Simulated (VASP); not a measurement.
# Al16C (a cell with a defect) in VASP: single point with PBE

Aim: the single point of Al16C (a cell with a defect) with PBE.

Program: VASP 6.6.1. These are calculated values, not measurements. Logs are shortened: lines on timing, memory, paths and dates and some standing lists are left out, and cuts for length are marked.

### Step 1. The cell of the first run

The cell holds a defect, 17 atoms: a = 6.996 Å, b = 6.996 Å, c = 6.996 Å, α = 109.47°, β = 109.47°, γ = 109.47°.

### Step 2. Single point, PBE

Contents of INCAR:

```
PREC = Accurate
ENCUT = 520
EDIFF = 1E-6
ISMEAR = 1
SIGMA = 0.1
LREAL = Auto
LASPH = T
NELM = 100
ALGO = Normal
ISIF = 2
LWAVE = F
LCHARG = T
GGA = PE
LELF = T
LVHAR = T
NBANDS = 40
```

Contents of KPOINTS:

```
regular mesh
0
Gamma
  6 6 6
```

Contents of POSCAR:

```
Al16C
1.0
   -4.0389296000      4.0389296000      4.0389296000
    4.0389296000     -4.0389296000      4.0389296000
    4.0389296000      4.0389296000     -4.0389296000
Al C
16 1
Direct
   -0.0231154100     -0.0320631300     -0.0320171000
    0.0049625300      0.2489781000      0.7495254100
    0.0058116100      0.4912241800      0.4912513200
    0.0049732200      0.7495954600      0.2491087100
    0.2567637600      0.0033910900      0.7573669500
    0.2381040500      0.2373051000      0.4880350800
    0.2378763900      0.4879090900      0.2371174100
    0.2568264400      0.7573614300      0.0034281100
    0.4907044200     -0.0039411800      0.4889999400
    0.5075026100      0.2731794800      0.2732227200
    0.4906990000      0.4889569800     -0.0037874400
    0.4818026500      0.7500240800      0.7500039900
    0.7443281700      0.0033853700      0.2387175000
    0.7442487700      0.2386526100      0.0034294400
    0.7689184600      0.4733235100      0.7773226500
    0.7687315400      0.7771482400      0.4733499300
    0.6424885700      0.6140621800      0.6142124900
```

Potentials or basis: VASP PAW PBE potentials, release 64 (Al, C).

Launch:

```sh
$ cat potpaw_PBE.64/Al/POTCAR potpaw_PBE.64/C/POTCAR > POTCAR
$ mpirun -np 1 vasp_std > vasp.out
```

OUTCAR:

```text
PREC = Accurate
   ENCUT = 520
   EDIFF = 1E-6
   ISMEAR = 1
   LREAL = Auto
   LASPH = T
   NELM = 100
   ISIF = 2
   GGA = PE

 ion  position               nearest neighbor table
   1  0.977  0.968  0.968-  17 2.43   5 2.81   8 2.81  12 2.84  16 2.85  15 2.85   4 2.86   2 2.86
                            13 2.88  14 2.88   7 2.97   6 2.97  10 3.05
   2  0.005  0.249  0.750-  15 2.64  16 2.71  11 2.77   7 2.79   6 2.83   5 2.84   3 2.86   1 2.86
                             8 2.90  13 2.92   9 2.94  14 2.94
   3  0.006  0.491  0.491-  12 2.72   7 2.78   6 2.78  14 2.79  13 2.79  10 2.86   4 2.86   2 2.86
                             5 2.93   8 2.93  15 3.00  16 3.00
   4  0.005  0.750  0.249-  16 2.64  15 2.71   9 2.77   6 2.79   7 2.83   8 2.84   3 2.86   1 2.86
                             5 2.90  14 2.92  11 2.94  13 2.94
   5  0.257  0.003  0.757-  12 2.73  11 2.77  14 2.79  16 2.81   8 2.81   1 2.81   2 2.84   9 2.87
                             6 2.88   4 2.90   3 2.93  10 2.95
   6  0.238  0.237  0.488-  10 2.77   3 2.78   4 2.79   9 2.82  13 2.82   2 2.83   7 2.86   5 2.88
                            11 2.90  12 2.93   1 2.97  15 3.05
   7  0.238  0.488  0.237-  10 2.78   3 2.78   2 2.79  11 2.82  14 2.82   4 2.83   6 2.86   8 2.88
                             9 2.90  12 2.93   1 2.97  16 3.05
   8  0.257  0.757  0.003-  12 2.73   9 2.77  13 2.79  15 2.81   5 2.81   1 2.81   4 2.84  11 2.87
                             7 2.88   2 2.90   3 2.93  10 2.95
   9  0.491  0.996  0.489-  15 2.75   8 2.77   4 2.77   6 2.82  10 2.82  16 2.86   5 2.87  13 2.88
                            12 2.90   7 2.90   2 2.94  14 2.94
  10  0.508  0.273  0.273-  17 2.34   6 2.77   7 2.78  11 2.82   9 2.82   3 2.86  14 2.90  13 2.90
                            16 2.90  15 2.91   8 2.95   5 2.95   1 3.05
  11  0.491  0.489  0.996-  16 2.75   5 2.77   2 2.77   7 2.82  10 2.82  15 2.86   8 2.87  14 2.88
                            12 2.90   6 2.90   4 2.94  13 2.94
  12  0.482  0.750  0.750-  17 1.97   3 2.72   8 2.73   5 2.73  14 2.79  13 2.79   1 2.84   9 2.90
                            11 2.90   6 2.93   7 2.93  16 3.22  15 3.22
  13  0.744  0.003  0.239-  16 2.64  14 2.69   8 2.79   3 2.79  12 2.79   6 2.82   9 2.88   1 2.88
                            10 2.90   2 2.92   4 2.94  11 2.94
  14  0.744  0.239  0.003-  15 2.64  13 2.69   5 2.79   3 2.79  12 2.79   7 2.82  11 2.88   1 2.88
                            10 2.90   4 2.92   9 2.94   2 2.94
  15  0.769  0.473  0.777-  17 1.93  14 2.64   2 2.64   4 2.71   9 2.75   8 2.81   1 2.85  11 2.86
                            10 2.91   3 3.00   6 3.05  12 3.22
  16  0.769  0.777  0.473-  17 1.93  13 2.64   4 2.64   2 2.71  11 2.75   5 2.81   1 2.85   9 2.86
                            10 2.90   3 3.00   7 3.05  12 3.22
  17  0.642  0.614  0.614-  15 1.93  16 1.93  12 1.97  10 2.34   1 2.43

  LATTYP: Found a body centered cubic cell.
 ALAT       =     8.0778592000

  Lattice vectors:

 A1 = (  -4.0389296000,   4.0389296000,   4.0389296000)
 A2 = (   4.0389296000,  -4.0389296000,   4.0389296000)
 A3 = (   4.0389296000,   4.0389296000,  -4.0389296000)

Analysis of symmetry for initial positions (statically):
=====================================================================
 Subroutine PRICEL returns:
 Original cell was already a primitive cell.

 Routine SETGRP: Setting up the symmetry group for a
 body centered cubic supercell.

 Subroutine GETGRP returns: Found  1 space group operations
 (whereof  1 operations were pure point group operations)
 out of a pool of 48 trial point group operations.

The static configuration has the point symmetry C_1 .

Analysis of symmetry for dynamics (positions and initial velocities):
=====================================================================
 Subroutine PRICEL returns:
 Original cell was already a primitive cell.

 Routine SETGRP: Setting up the symmetry group for a
 body centered cubic supercell.

 Subroutine GETGRP returns: Found  1 space group operations
 (whereof  1 operations were pure point group operations)
 out of a pool of 48 trial point group operations.

The dynamic configuration has the point symmetry C_1 .

 Subroutine INISYM returns: Found  1 space group operations
 (whereof  1 operations are pure point group operations),
 and found     1 'primitive' translations

----------------------------------------------------------------------------------------

                                     Primitive cell

  volume of cell :     263.5475

[... 54 lines left out ...]

 Generating k-lattice:

  Cartesian coordinates                     Fractional coordinates (reciprocal lattice)
     0.000000000  0.020632529  0.020632529     0.166666667  0.000000000  0.000000000
     0.020632529  0.000000000  0.020632529     0.000000000  0.166666667  0.000000000
     0.020632529  0.020632529  0.000000000     0.000000000  0.000000000  0.166666667

  Length of vectors
     0.029178803  0.029178803  0.029178803

  Shift w.r.t. Gamma in fractional coordinates (k-lattice)
     0.000000000  0.000000000  0.000000000

 Subroutine IBZKPT returns following result:
 ===========================================

 Found    112 irreducible k-points:

 Following reciprocal coordinates:
            Coordinates               Weight
  0.000000  0.000000  0.000000      1.000000
  0.166667  0.000000  0.000000      2.000000
  0.000000  0.166667  0.000000      2.000000
  0.000000  0.000000  0.166667      2.000000
  0.166667  0.000000 -0.166667      2.000000
  0.166667 -0.166667  0.000000      2.000000
[... 16 lines left out ...]
  0.333333  0.000000 -0.166667      2.000000
  0.333333 -0.166667  0.000000      2.000000
 [... further k-points ...]
   k-points           NKPTS =    112   k-points in BZ     NKDIM =    112   number of bands    NBANDS=     40
   number of dos      NEDOS =    301   number of ions     NIONS =     17
   total plane-waves  NPLWV = 157464
   dimension x,y,z NGX =    54 NGY =   54 NGZ =   54
   dimension x,y,z NGXF=   108 NGYF=  108 NGZF=  108
   ions per type =              16   1
   NGX,Y,Z   is equivalent  to a cutoff of  12.83, 12.83, 12.83 a.u.
   NGXF,Y,Z  is equivalent  to a cutoff of  25.67, 25.67, 25.67 a.u.
 SYSTEM =  unknown system
   PREC   = accura    normal or accurate (medium, high low for compatibility)
   ISTART =      0    job   : 0-new  1-cont  2-samecut
   ICHARG =      2    charge: 1-file 2-atom 10-const
   ISPIN  =      1    spin polarized calculation?
   LNONCOLLINEAR =      F non collinear calculations
   LSORBIT =      F    spin-orbit coupling
   LASPH  =      T    aspherical Exc in radial PAW
   ENCUT  =  520.0 eV  38.22 Ry    6.18 a.u.  13.01 13.01 13.01*2*pi/ulx,y,z
   NELM   =    100;   NELMIN=  2; NELMDL= -5     # of ELM steps
   EDIFF  = 0.1E-05   stopping-criterion for ELM
   LREAL  =      T    real-space projection
   EDIFFG = 0.1E-04   stopping-criterion for IOM
   NSW    =      0    number of steps for IOM
   IBRION =     -1    ionic relax: 0-MD 1-quasi-New 2-CG
   NFREE  =      0    steps in history (QN), initial steepest desc. (CG)
   ISIF   =      2    stress and relaxation
   ISYM   =      2    0-nonsym 1-usesym 2-fastsym
   POTIM  = 0.5000    time-step for ionic-motion
   TEBEG  =    0.0;   TEEND  =   0.0 temperature during run
   PSTRESS=    0.0 pullay stress
   NELECT =      52.0000    total number of electrons
   NUPDOWN=      -1.0000    fix difference up-down
   EMIN   =  10.00;   EMAX   =-10.00  energy-range for DOS
   EFERMI =   0.00;   METHOD = LEGACY
   ISMEAR =     1;   SIGMA  =   0.10  broadening in eV -4-tet -1-fermi 0-gaus
   EFERMI_NEDOS =   21; number of points for ismear=-14 and -15
   IALGO  =     38    algorithm
   IMIX   =      4    mixing-type and parameters
     AMIX     =   0.40;   BMIX     =  1.00
     AMIX_MAG =   1.60;   BMIX_MAG =  1.00
  volume/ion in A,a.u.               =      15.50       104.62
  Fermi-wavevector in a.u.,A,eV,Ry     =   0.953066  1.801034 12.358646  0.908335
  Thomas-Fermi vector in A             =   2.081687
   LORBIT       =      0    0 simple, 1 ext, 2 COOP (PROOUT), +10 PAW based schemes
   GGA     = PE    functional components
   LHFCALC =     F    Hartree Fock is set to
   AEXX    =    0.0000 exact exchange contribution
   IVDW    =     0    specifies the selected vdW correction
   LEPSILON=     F    determine dielectric tensor
   LRPA    =     F    only Hartree local field effects (RPA)
 non-spin polarized calculation
 Methfessel and Paxton  Order N= 1 SIGMA  =   0.10
  energy-cutoff  :      520.00
  volume of cell :      263.55
 maximum number of plane-waves:      7136
 NGX is ok and might be reduce to    54
   NGX = 25   NGY = 25   NGZ = 25

 number of electron      52.0000000 magnetization

 Free energy of the ion-electron system (eV)
  ---------------------------------------------------
  ext. energy  EPLUGINS =         0.00000000
  ---------------------------------------------------
  free energy    TOTEN  =       -67.02249125 eV

  energy without entropy =      -67.02229809  energy(sigma->0) =      -67.02242686

 E-fermi :   8.2023     XC(G=0): -10.3384

 val. band max:        8.1999900091   @ k =   0.5000   0.5000   0.5000
 cond. band min:       8.2032376071   @ k =   0.1667   0.1667  -0.1667
 fundamental gap:      0.0032475980
 Fermi energy:         8.2023060824

 k-point     1 :       0.0000    0.0000    0.0000
  band No.  band energies     occupation
      1      -4.3560      2.00000
      2      -1.9635      2.00000
      3       0.8233      2.00000
      4       0.8340      2.00000
      5       0.9408      2.00000
      6       1.3434      2.00000
[... 973 lines left out ...]
     37      11.2617      0.00000
     38      11.3099      0.00000

 [... further k-points ...]

 [bands above 38 left out]

------------------------ aborting loop because EDIFF is reached ----------------------------------------

  FORCE on cell =-STRESS in cart. coord.  units (eV):
  Direction    XX          YY          ZZ          XY          YZ          ZX
  --------------------------------------------------------------------------------------
  -------------------------------------------------------------------------------------
  Total        3.5757279      6.5641364      6.5540529     -1.5245650     -1.7057302     -1.5255886
  in kB       21.7378309     39.9051857     39.8438857     -9.2682491    -10.3696021     -9.2744714
  external PRESSURE =      33.8289674 kB  Pullay stress =       0.0000000 kB

 VOLUME and BASIS-vectors are now :
 -----------------------------------------------------------------------------
  energy-cutoff  :      520.00
  volume of cell :      263.55
      direct lattice vectors                 reciprocal lattice vectors
    -4.038929600  4.038929600  4.038929600     0.000000000  0.123795176  0.123795176
     4.038929600 -4.038929600  4.038929600     0.123795176  0.000000000  0.123795176
     4.038929600  4.038929600 -4.038929600     0.123795176  0.123795176  0.000000000

 POSITION                                       TOTAL-FORCE (eV/Angst)
 -----------------------------------------------------------------------------------
      3.87348      3.94575      3.94538         0.064297      0.057452      0.056927
      4.01284      2.04172     -2.00163        -0.024394     -0.023355     -0.066710
      3.94468      0.02358      0.02336         0.089241      0.031890      0.031680
      4.01361     -2.00134      2.04152        -0.023834     -0.066680     -0.023358
      2.03560      4.08231     -2.00820        -0.043637     -0.099330     -0.093720
      1.96791      1.97437     -0.05100        -0.015848      0.002311      0.068085
[... 9 lines left out ...]
      1.94582      1.87783      4.33187        -0.035661     -0.030122      0.177033
      2.36595      2.59557      2.59436        -0.046005     -0.147456     -0.149094
 -----------------------------------------------------------------------------------
    total drift:                                0.010527      0.001932      0.000107

  FREE ENERGIE OF THE ION-ELECTRON SYSTEM (eV)
  ---------------------------------------------------
  free  energy   TOTEN  =       -67.0224912498 eV

  energy  without entropy=      -67.0222980887  energy(sigma->0) =      -67.02242686
```

Wall time 59 min (1 thread of Oxide Virtual Turin-like, shared host); peak memory 0.82 GiB.

What came out:

* Free energy: -67.0225 eV
* Pressure: 3.4 GPa
* Largest force: 0.215 eV/Å
* Band gap on the k mesh: zero (bands 26 and 27 overlap by 1.84 eV)

Forces in eV/Å, atoms in the order of the input:
```
Al   0.064  0.057  0.057
Al  -0.024 -0.023 -0.067
Al   0.089  0.032  0.032
Al  -0.024 -0.067 -0.023
Al  -0.044 -0.099 -0.094
Al  -0.016  0.002  0.068
Al  -0.015  0.070  0.003
Al  -0.044 -0.093 -0.098
Al   0.048  0.064  0.047
Al   0.064 -0.014 -0.015
Al   0.044  0.045  0.065
Al   0.121 -0.058 -0.058
Al  -0.073  0.103 -0.017
Al  -0.074 -0.017  0.104
Al  -0.035  0.176 -0.031
Al  -0.036 -0.030  0.177
C   -0.046 -0.147 -0.149
```

Stress tensor (GPa, compression positive):
```
 2.17 -0.93 -0.93
-0.93  3.99 -1.04
-0.93 -1.04  3.98
```
